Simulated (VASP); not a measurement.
# AgCl (P6_3/mmc) in VASP: further runs

AgCl is run at these levels: r2SCAN; tasks: single point.

Everything below comes from runs of VASP 6.6.1. Logs are shortened: lines on timing, memory, paths and dates and some standing lists are left out, and cuts for length are marked.

## (1) The cell of the first run

It takes space group P6_3/mmc (No. 194, hexagonal). The conventional cell has a = 3.923 Å, b = 3.923 Å, c = 6.074 Å, α = 90.00°, β = 90.00°, γ = 120.00°. Within 3.6 Å of Ag (site symmetry -3m) lie 6 Cl at 2.73 Å and 2 Ag at 3.04 Å. Within 3.6 Å of Cl (site symmetry -6m2) lie 6 Ag at 2.73 Å.

## (2) Single point, r2SCAN (volume changed by -6%)

POSCAR reads:

```
AgCl
1.0
    3.9231075624      0.0000000000      0.0000000000
   -1.9615537812      3.3975108108      0.0000000000
    0.0000000000      0.0000000000      6.0744478462
Ag Cl
2 2
Direct
    0.0000000000      0.0000000000      0.0000000000
    0.0000000000      0.0000000000      0.5000000000
    0.3333333333      0.6666666667      0.2500000000
    0.6666666667      0.3333333333      0.7500000000
```

INCAR.step1 reads:

```
PREC = Accurate
ENCUT = 520
ISMEAR = 0
SIGMA = 0.01
LREAL = False
LASPH = True
NELM = 60
NBANDS = 26
GGA = PE
ALGO = Normal
EDIFF = 1E-4
LWAVE = True
LCHARG = False
```

INCAR.step2 reads:

```
PREC = Accurate
ENCUT = 520
EDIFF = 1E-7
ISMEAR = 0
SIGMA = 0.01
LREAL = False
LASPH = True
NELM = 60
ALGO = Normal
ISIF = 2
LWAVE = False
LCHARG = False
METAGGA = R2SCAN
LMIXTAU = True
NBANDS = 26
ISTART = 1
```

KPOINTS reads:

```
Automatic mesh
0
Gamma
  6 6 4
```

Potentials or basis: VASP PAW PBE potentials, release 64 (Ag, Cl).

On the command line:

```bash
$ cat potpaw_PBE.64/Ag/POTCAR potpaw_PBE.64/Cl/POTCAR > POTCAR
$ cp INCAR.step1 INCAR
$ mpirun -np 1 vasp_std > vasp.out
$ cp INCAR.step2 INCAR
$ mpirun -np 1 vasp_std > vasp.out
```

OUTCAR:

```text
PREC = Accurate
   ENCUT = 520
   EDIFF = 1E-7
   ISMEAR = 0
   LREAL = False
   LASPH = True
   NELM = 60
   ISIF = 2
   METAGGA = R2SCAN
   ISTART = 1

 ion  position               nearest neighbor table
   1  0.000  0.000  0.000-   3 2.73   4 2.73   3 2.73   4 2.73   4 2.73   3 2.73   2 3.04   2 3.04

   2  0.000  0.000  0.500-   3 2.73   4 2.73   3 2.73   4 2.73   4 2.73   3 2.73   1 3.04   1 3.04

   3  0.333  0.667  0.250-   1 2.73   2 2.73   1 2.73   2 2.73   1 2.73   2 2.73
   4  0.667  0.333  0.750-   1 2.73   2 2.73   1 2.73   2 2.73   1 2.73   2 2.73

  LATTYP: Found a hexagonal cell.
 ALAT       =     3.9231075624
 C/A-ratio  =     1.5483765738

  Lattice vectors:

 A1 = (   3.9231075624,   0.0000000000,   0.0000000000)
 A2 = (  -1.9615537812,   3.3975108108,   0.0000000000)
 A3 = (   0.0000000000,   0.0000000000,   6.0744478462)

Analysis of symmetry for initial positions (statically):
=====================================================================
 Subroutine PRICEL returns:
 Original cell was already a primitive cell.

 Routine SETGRP: Setting up the symmetry group for a
 hexagonal supercell.

 Subroutine GETGRP returns: Found 24 space group operations
 (whereof 12 operations were pure point group operations)
 out of a pool of 24 trial point group operations.

The static configuration has the point symmetry D_3d.
 The point group associated with its full space group is D_6h.

Analysis of symmetry for dynamics (positions and initial velocities):
=====================================================================
 Subroutine PRICEL returns:
 Original cell was already a primitive cell.

 Routine SETGRP: Setting up the symmetry group for a
 hexagonal supercell.

 Subroutine GETGRP returns: Found 24 space group operations
 (whereof 12 operations were pure point group operations)
 out of a pool of 24 trial point group operations.

The dynamic configuration has the point symmetry D_3d.
 The point group associated with its full space group is D_6h.

 Subroutine INISYM returns: Found 24 space group operations
 (whereof 12 operations are pure point group operations),
 and found     1 'primitive' translations

----------------------------------------------------------------------------------------

                                     Primitive cell

  volume of cell :      80.9651

  direct lattice vectors                    reciprocal lattice vectors
     3.923107562  0.000000000  0.000000000     0.254899970  0.147166566  0.000000000
    -1.961553781  3.397510811  0.000000000     0.000000000  0.294333133  0.000000000
     0.000000000  0.000000000  6.074447846     0.000000000  0.000000000  0.164624016

  length of vectors
     3.923107562  3.923107562  6.074447846     0.294333133  0.294333133  0.164624016

  position of ions in fractional coordinates (direct lattice)
     0.000000000  0.000000000  0.000000000
     0.000000000  0.000000000  0.500000000
     0.333333333  0.666666667  0.250000000
     0.666666667  0.333333333  0.750000000

  ion indices of the primitive-cell ions
   primitive index   ion index
                 1           1
                 2           2
                 3           3
                 4           4

----------------------------------------------------------------------------------------

 KPOINTS: Automatic mesh

Automatic generation of k-mesh.
 Grid dimensions read from file:
 generate k-points for:    6    6    4

 Generating k-lattice:

  Cartesian coordinates                     Fractional coordinates (reciprocal lattice)
     0.042483328  0.024527761  0.000000000     0.166666667  0.000000000  0.000000000
     0.000000000  0.049055522  0.000000000     0.000000000  0.166666667  0.000000000
     0.000000000  0.000000000  0.041156004     0.000000000  0.000000000  0.250000000

  Length of vectors
     0.049055522  0.049055522  0.041156004

  Shift w.r.t. Gamma in fractional coordinates (k-lattice)
     0.000000000  0.000000000  0.000000000

 Subroutine IBZKPT returns following result:
 ===========================================

 Found     21 irreducible k-points:

 Following reciprocal coordinates:
            Coordinates               Weight
  0.000000  0.000000  0.000000      1.000000
  0.166667  0.000000  0.000000      6.000000
  0.333333  0.000000  0.000000      6.000000
  0.500000  0.000000  0.000000      3.000000
  0.166667  0.166667  0.000000      6.000000
  0.333333  0.166667  0.000000     12.000000
[... 13 lines left out ...]
  0.333333  0.166667  0.500000     12.000000
  0.333333  0.333333  0.500000      2.000000
   k-points           NKPTS =     21   k-points in BZ     NKDIM =     21   number of bands    NBANDS=     26
   number of dos      NEDOS =    301   number of ions     NIONS =      4
   total plane-waves  NPLWV =  43200
   dimension x,y,z NGX =    30 NGY =   30 NGZ =   48
   dimension x,y,z NGXF=    60 NGYF=   60 NGZF=   96
   ions per type =               2   2
   NGX,Y,Z   is equivalent  to a cutoff of  12.71, 12.71, 13.14 a.u.
   NGXF,Y,Z  is equivalent  to a cutoff of  25.43, 25.43, 26.27 a.u.
 SYSTEM =  unknown system
   PREC   = accura    normal or accurate (medium, high low for compatibility)
   ISTART =      1    job   : 0-new  1-cont  2-samecut
   ICHARG =      0    charge: 1-file 2-atom 10-const
   ISPIN  =      1    spin polarized calculation?
   LNONCOLLINEAR =      F non collinear calculations
   LSORBIT =      F    spin-orbit coupling
   LASPH  =      T    aspherical Exc in radial PAW
   ENCUT  =  520.0 eV  38.22 Ry    6.18 a.u.   7.29  7.29 11.29*2*pi/ulx,y,z
   NELM   =     60;   NELMIN=  2; NELMDL=  0     # of ELM steps
   EDIFF  = 0.1E-06   stopping-criterion for ELM
   LREAL  =      F    real-space projection
   EDIFFG = 0.1E-05   stopping-criterion for IOM
   NSW    =      0    number of steps for IOM
   IBRION =     -1    ionic relax: 0-MD 1-quasi-New 2-CG
   NFREE  =      0    steps in history (QN), initial steepest desc. (CG)
   ISIF   =      2    stress and relaxation
   ISYM   =      2    0-nonsym 1-usesym 2-fastsym
   POTIM  = 0.5000    time-step for ionic-motion
   TEBEG  =    0.0;   TEEND  =   0.0 temperature during run
   PSTRESS=    0.0 pullay stress
   NELECT =      36.0000    total number of electrons
   NUPDOWN=      -1.0000    fix difference up-down
   EMIN   =  10.00;   EMAX   =-10.00  energy-range for DOS
   EFERMI =   0.00;   METHOD = LEGACY
   ISMEAR =     0;   SIGMA  =   0.01  broadening in eV -4-tet -1-fermi 0-gaus
   EFERMI_NEDOS =   21; number of points for ismear=-14 and -15
   IALGO  =     38    algorithm
   IMIX   =      4    mixing-type and parameters
     AMIX     =   0.40;   BMIX     =  1.00
     AMIX_MAG =   1.60;   BMIX_MAG =  1.00
  volume/ion in A,a.u.               =      20.24       136.59
  Fermi-wavevector in a.u.,A,eV,Ry     =   1.249520  2.361249 21.242763  1.561299
  Thomas-Fermi vector in A             =   2.383556
   LORBIT       =      0    0 simple, 1 ext, 2 COOP (PROOUT), +10 PAW based schemes
   METAGGA = R2SCAN    functional components
   LHFCALC =     F    Hartree Fock is set to
   AEXX    =    0.0000 exact exchange contribution
   IVDW    =     0    specifies the selected vdW correction
   LEPSILON=     F    determine dielectric tensor
   LRPA    =     F    only Hartree local field effects (RPA)
 non-spin polarized calculation
 Gauss-broadening in eV      SIGMA  =   0.01
  energy-cutoff  :      520.00
  volume of cell :       80.97
 maximum number of plane-waves:      2213
 NGX is ok and might be reduce to    30
   NGX = 15   NGY = 15   NGZ = 23

 number of electron      35.9999987 magnetization

 Free energy of the ion-electron system (eV)
  ---------------------------------------------------
  ext. energy  EPLUGINS =         0.00000000
  ---------------------------------------------------
  free energy    TOTEN  =       -57.20445334 eV

  energy without entropy =      -57.20445334  energy(sigma->0) =      -57.20445334

 E-fermi :   4.2102     XC(G=0): -10.7708

 val. band max:        4.1097308349   @ k =   0.0000   0.0000   0.0000
 cond. band min:       5.5647252164   @ k =   0.0000   0.0000   0.0000
 fundamental gap:      1.4549943815
 Fermi energy:         4.2101568148

 k-point     1 :       0.0000    0.0000    0.0000
  band No.  band energies     occupation
      1     -11.9511      2.00000
      2     -11.3828      2.00000
      3      -1.4780      2.00000
      4      -0.6442      2.00000
      5      -0.6441      2.00000
      6       0.6354      2.00000
[... 18 lines left out ...]
     25      15.9167      0.00000
     26      15.9167      0.00000

 k-point     2 :       0.1667    0.0000    0.0000
  band No.  band energies     occupation
      1     -11.8503      2.00000
      2     -11.3790      2.00000
      3      -1.2118      2.00000
      4      -0.6062      2.00000
      5      -0.5604      2.00000
      6       0.1092      2.00000
[... 18 lines left out ...]
     25      14.3268      0.00000
     26      14.5219      0.00000

 k-point     3 :       0.3333    0.0000    0.0000
  band No.  band energies     occupation
      1     -11.6255      2.00000
      2     -11.3829      2.00000
      3      -1.0703      2.00000
      4      -0.6213      2.00000
      5      -0.5896      2.00000
      6      -0.3267      2.00000
[... 18 lines left out ...]
     25      13.3701      0.00000
     26      15.0632      0.00000

 k-point     4 :       0.5000    0.0000    0.0000
  band No.  band energies     occupation
      1     -11.4589      2.00000
      2     -11.4324      2.00000
      3      -1.5613      2.00000
      4      -0.6205      2.00000
      5      -0.4694      2.00000
      6      -0.1396      2.00000
[... 18 lines left out ...]
     25      13.0759      0.00000
     26      16.5562      0.00000
[... 409 lines left out ...]
      1     -11.5351      2.00000
      2     -11.5351      2.00000
      3      -0.9665      2.00000
      4      -0.9665      2.00000
      5      -0.2172      2.00000
      6      -0.2172      2.00000
[... 18 lines left out ...]
     25      14.3668      0.00000
     26      14.3668      0.00000

 k-point    20 :       0.3333    0.1667    0.5000
  band No.  band energies     occupation
      1     -11.4445      2.00000
      2     -11.4445      2.00000
      3      -1.0153      2.00000
      4      -1.0153      2.00000
      5      -0.3485      2.00000
      6      -0.3485      2.00000
[... 18 lines left out ...]
     25      14.2155      0.00000
     26      14.2155      0.00000

 k-point    21 :       0.3333    0.3333    0.5000
  band No.  band energies     occupation
      1     -11.4144      2.00000
      2     -11.4144      2.00000
      3      -0.7899      2.00000
      4      -0.7899      2.00000
      5      -0.4544      2.00000
      6      -0.4544      2.00000
[... 18 lines left out ...]
     25      14.1818      0.00000
     26      14.1818      0.00000

------------------------ aborting loop because EDIFF is reached ----------------------------------------

  FORCE on cell =-STRESS in cart. coord.  units (eV):
  Direction    XX          YY          ZZ          XY          YZ          ZX
  --------------------------------------------------------------------------------------
  -------------------------------------------------------------------------------------
  Total        1.8697553      1.8697553      1.8353796      0.0000000      0.0000000      0.0000000
  in kB       36.9996382     36.9996382     36.3193953      0.0000000      0.0000000      0.0000000
  external PRESSURE =      36.7728906 kB  Pullay stress =       0.0000000 kB

 VOLUME and BASIS-vectors are now :
 -----------------------------------------------------------------------------
  energy-cutoff  :      520.00
  volume of cell :       80.97
      direct lattice vectors                 reciprocal lattice vectors
     3.923107562  0.000000000  0.000000000     0.254899970  0.147166566  0.000000000
    -1.961553781  3.397510811  0.000000000     0.000000000  0.294333133  0.000000000
     0.000000000  0.000000000  6.074447846     0.000000000  0.000000000  0.164624016

 POSITION                                       TOTAL-FORCE (eV/Angst)
 -----------------------------------------------------------------------------------
      0.00000      0.00000      0.00000         0.000000      0.000000     -0.000000
      0.00000      0.00000      3.03722         0.000000      0.000000     -0.000000
     -0.00000      2.26501      1.51861        -0.000000      0.000000      0.000000
      1.96155      1.13250      4.55584         0.000000      0.000000     -0.000000
 -----------------------------------------------------------------------------------
    total drift:                               -0.000000      0.000000     -0.000000

  FREE ENERGIE OF THE ION-ELECTRON SYSTEM (eV)
  ---------------------------------------------------
  free  energy   TOTEN  =       -57.2044533425 eV

  energy  without entropy=      -57.2044533425  energy(sigma->0) =      -57.20445334
```

Wall time 86 s (1 thread of Intel Xeon 6975P-C (Granite Rapids), shared host); peak memory 0.22 GiB.

Results:

| Item | Value |
| --- | --- |
| Free energy | -57.2045 eV |
| Pressure | 3.7 GPa |
| Band gap on the k mesh | 1.46 eV, direct |

Caveat: the cell differs from its parent crystal (volume changed by -6%); the PAW data sets were made with another functional, which shifts forces and pressure a little.

## (3) Single point, r2SCAN (volume changed by -3%)

POSCAR reads:

```
AgCl
1.0
    3.9644064664      0.0000000000      0.0000000000
   -1.9822032332      3.4332767108      0.0000000000
    0.0000000000      0.0000000000      6.1383941016
Ag Cl
2 2
Direct
    0.0000000000      0.0000000000      0.0000000000
    0.0000000000      0.0000000000      0.5000000000
    0.3333333333      0.6666666667      0.2500000000
    0.6666666667      0.3333333333      0.7500000000
```

INCAR.step1 reads:

```
ALGO     = Normal         # electronic algorithm
EDIFF    = 1E-4           # SCF threshold, eV
ENCUT    = 520            # plane-wave cutoff, eV
GGA      = PE             # functional
ISMEAR   = 0              # smearing method
LASPH    = True           # aspherical terms in the spheres
LCHARG   = False          # write CHGCAR
LREAL    = False          # projectors in reciprocal space
LWAVE    = True           # write WAVECAR
NBANDS   = 26             # bands
NELM     = 80             # most SCF steps
PREC     = Accurate       # precision mode
SIGMA    = 0.01           # smearing width, eV
```

INCAR.step2 reads:

```
ALGO     = Normal         # electronic algorithm
EDIFF    = 1E-6           # SCF threshold, eV
ENCUT    = 520            # plane-wave cutoff, eV
ISIF     = 2              # what is computed and relaxed
ISMEAR   = 0              # smearing method
ISTART   = 1            
LASPH    = True           # aspherical terms in the spheres
LCHARG   = True           # write CHGCAR
LELF     = True           # ELF
LMIXTAU  = True         
LREAL    = False          # projectors in reciprocal space
LVHAR    = True         
LWAVE    = False          # write WAVECAR
METAGGA  = R2SCAN         # meta-GGA
NBANDS   = 26             # bands
NELM     = 80             # most SCF steps
PREC     = Accurate       # precision mode
SIGMA    = 0.01           # smearing width, eV
```

KPOINTS reads:

```
k-points
0
Gamma
  6 6 4
```

Potentials or basis: VASP PAW PBE potentials, release 64 (Ag, Cl).

On the command line:

```bash
$ cat potpaw_PBE.64/Ag/POTCAR potpaw_PBE.64/Cl/POTCAR > POTCAR
$ cp INCAR.step1 INCAR
$ mpirun -np 1 vasp_std > vasp.out
$ cp INCAR.step2 INCAR
$ mpirun -np 1 vasp_std > vasp.out
```

It took 77 s on 1 thread of Intel Xeon 6975P-C (Granite Rapids), shared host; peak memory 0.22 GiB.

It converged, with:

- Free energy: -57.2482 eV
- Pressure: 1.6 GPa
- Band gap on the k mesh: 1.44 eV, direct

Levels at points of the mesh, in eV from the valence-band top:
```
           k point  band 16  band 17  band 18  band 19  band 20  band 21
(0.00, 0.00, 0.00)    -1.10     0.00     0.00     1.44     4.52     7.98
(0.50, 0.00, 0.00)    -1.69    -0.24    -0.04     5.08     5.08     5.28
(0.00, 0.00, 0.50)    -0.73    -0.73    -0.73     3.47     3.47     8.75
(0.50, 0.00, 0.50)    -0.96    -0.87    -0.87     3.99     3.99     8.50
```

Caveat: the cell differs from its parent crystal (volume changed by -3%); the PAW data sets were made with another functional, which shifts forces and pressure a little.

## (4) Single point, r2SCAN

This run uses another cell than the first one, of 21.53 Å³/atom, 1.064 times its volume.

POSCAR reads:

```
AgCl
1.0
    4.0048623878      0.0000000000      0.0000000000
   -2.0024311939      3.4683125665      0.0000000000
    0.0000000000      0.0000000000      6.2010351026
Ag Cl
2 2
Direct
    0.0000000000      0.0000000000      0.0000000000
    0.0000000000      0.0000000000      0.5000000000
    0.3333333333      0.6666666667      0.2500000000
    0.6666666667      0.3333333333      0.7500000000
```

INCAR.step1 reads:

```
SYSTEM = AgCl
ALGO = Normal
EDIFF = 1E-4
ENCUT = 520
GGA = PE
ISMEAR = 0
LASPH = .TRUE.
LCHARG = .FALSE.
LREAL = .FALSE.
LWAVE = .TRUE.
NBANDS = 26
NELM = 60
PREC = Accurate
SIGMA = 0.01
```

INCAR.step2 reads:

```
SYSTEM = AgCl
ALGO = Normal
EDIFF = 1E-6
ENCUT = 520
ISIF = 2
ISMEAR = 0
ISTART = 1
LASPH = .TRUE.
LCHARG = .TRUE.
LELF = .TRUE.
LMIXTAU = .TRUE.
LREAL = .FALSE.
LVHAR = .TRUE.
LWAVE = .FALSE.
METAGGA = R2SCAN
NBANDS = 26
NELM = 60
PREC = Accurate
SIGMA = 0.01
```

KPOINTS reads:

```
k-points
0
G
  6 6 4
  0 0 0
```

On the command line:

```bash
$ cat potpaw_PBE.64/Ag/POTCAR potpaw_PBE.64/Cl/POTCAR > POTCAR
$ cp INCAR.step1 INCAR
$ mpirun -np 1 vasp_std > vasp.out
$ cp INCAR.step2 INCAR
$ mpirun -np 1 vasp_std > vasp.out
```

Wall time 75 s (1 thread of Intel Xeon 6975P-C (Granite Rapids), shared host); peak memory 0.22 GiB.

It converged, with:

| Item | Value |
| --- | --- |
| Free energy | -57.2617 eV |
| Pressure | -0.1 GPa |
| Band gap on the k mesh | 1.43 eV, direct |

Levels at points of the mesh, in eV from the valence-band top:
```
           k point  band 16  band 17  band 18  band 19  band 20  band 21
(0.00, 0.00, 0.00)    -1.07     0.00     0.00     1.43     4.59     7.78
(0.50, 0.00, 0.00)    -1.62    -0.23    -0.04     5.01     5.06     5.33
(0.00, 0.00, 0.50)    -0.69    -0.69    -0.69     3.42     3.42     8.76
(0.50, 0.00, 0.50)    -0.91    -0.83    -0.83     4.01     4.01     8.43
```

Caveat: the PAW data sets were made with another functional, which shifts forces and pressure a little.

## (5) Summary

```csv
cell,gap on the mesh (eV),pressure (GPa)
"a = 3.923, b = 3.923, c = 6.074 Å, angles 90.0, 90.0, 120.0°, 4 atoms",1.46,3.7
"a = 3.964, b = 3.964, c = 6.138 Å, angles 90.0, 90.0, 120.0°, 4 atoms",1.44,1.6
"a = 4.005, b = 4.005, c = 6.201 Å, angles 90.0, 90.0, 120.0°, 4 atoms",1.43,-0.1
```

Alike in all rows: task single point; level r2SCAN; potentials or basis VASP PAW PBE potentials, release 64 (Ag, Cl); no spin polarisation; k mesh 6 × 6 × 4; cutoff (eV) 520; smearing gaussian 0.01 eV.

Caveats: the PAW data sets were made with another functional, which shifts forces and pressure a little.

Total energies depend on the potentials used, so only differences within one code and one set of settings carry meaning.
